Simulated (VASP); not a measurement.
Li3ReBi:

```
Li Re Bi
1.0
     4.11781    0.00000    0.00000
     0.00000    4.11781    0.00000
     0.00000    0.00000    4.13654
Li Re Bi
3 1 1
Cartesian
  2.0589 2.0589 0.0000
  2.0589 0.0000 2.0683
  0.0000 2.0589 2.0683
  0.0000 0.0000 0.0000
  2.0589 2.0589 2.0683
```

```yaml
Program: VASP 6.6.1
Task: relaxation of cell and atoms
Functional: PBE
Potentials_or_basis: VASP PAW PBE potentials, release 64 (Li_sv, Re, Bi_d)
Cutoff: 600 eV
k_mesh: 4 × 4 × 4
Occupations: gaussian, width 0.1 eV
Spin: no spin polarisation
```

At the start: pressure 29.8 GPa; volume 14.03 Å³/atom.

Question: Where does the relaxation end?

Answer: Over 5 steps the energy falls by 499.5 meV/atom and the volume is 21.97 Å³/atom (+56.6 %); space group Pm-3m (No. 221, to 0.1 Å) before and after.

Step by step:
```
step  energy change (eV)  largest force (eV/Å)  pressure (GPa)  volume (Å³)
   1              0.0000                0.0000           29.78        70.14
   2             -2.4125                0.0000            3.03       100.08
   3             -2.4856                0.0000            1.06       105.88
   4             -2.4432                0.0000           -1.91       118.16
   5             -2.4974                0.0000           -0.07       109.85
```

Final structure:
```yaml
crystal:
  lattice:
    - [4.78899, 0.00000, 0.00000]
    - [0.00000, 4.78899, 0.00000]
    - [0.00000, 0.00000, 4.78965]
  atoms:
    - { symbol: Li, position: [0.50000, 0.50000, 0.00000] }
    - { symbol: Li, position: [0.50000, 0.00000, 0.50000] }
    - { symbol: Li, position: [0.00000, 0.50000, 0.50000] }
    - { symbol: Re, position: [0.00000, 0.00000, 0.00000] }
    - { symbol: Bi, position: [0.50000, 0.50000, 0.50000] }
```

Caveat: the k points lie up to 0.33 Å⁻¹ apart in the final cell, too coarse for converged energies and pressures of a metal; the cutoff is under 1.25 times the usual one of these potentials, so pressure, stress and relaxed cells hold a basis-set (Pulay) error; the volume moved by over 15 % at a fixed basis, so the end points are rough.
